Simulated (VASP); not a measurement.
Wanted: the native input for a VASP 6.6.1 run.

- Task: single point
- Functional: PBE
- Dispersion: D3(BJ)
- Potentials or basis: VASP PAW PBE potentials, release 64 (B, N)
- Cutoff: 520 eV
- k mesh: 12 × 12 × 4
- Occupations: gaussian, width 0.02 eV
- Spin: no spin polarisation
- Dipole correction: no
- Further INCAR settings: ALGO = Normal; EDIFF = 1e-07; NBANDS = 16

The structure of BN lies in POSCAR:

```
BN
1.0
    2.5061232917      0.0000000000      0.0000000000
   -1.2530616459      2.1703664356      0.0000000000
    0.0000000000      0.0000000000      6.5973566783
B N
2 2
Direct
    0.0000000000      0.0000000000      0.5000000000
    0.3333333333      0.6666666667      0.0000000000
    0.0000000000      0.0000000000      0.0000000000
    0.6666666667      0.3333333333      0.5000000000
```

One way to write it, as run:

INCAR

```
  PREC = Accurate
  ENCUT = 520
  EDIFF = 1E-7
  ISMEAR = 0
  SIGMA = 0.02
  LREAL = F
  LASPH = T
  NELM = 100
  ALGO = Normal
  ISIF = 2
  LWAVE = F
  LCHARG = F
  GGA = PE
  IVDW = 12
  NBANDS = 16
```

KPOINTS

```
Automatic mesh
0
Gamma
  12 12 4
```

Potentials or basis: VASP PAW PBE potentials, release 64 (B, N).

Run with:

```sh
$ cat potpaw_PBE.64/B/POTCAR potpaw_PBE.64/N/POTCAR > POTCAR
$ mpirun -np 1 vasp_std > vasp.out
```

It gave:

| Property | Result |
| --- | --- |
| Pressure | 0.1 GPa |
| Band gap on the k mesh | 4.35 eV, indirect (least direct gap 4.46 eV) |
| Dispersion energy per atom | -0.142 eV |

Run time: 24 s on 1 thread of Intel(R) Xeon(R) Platinum 8488C (Sapphire Rapids), with other jobs on the host, peak memory 0.17 GiB.
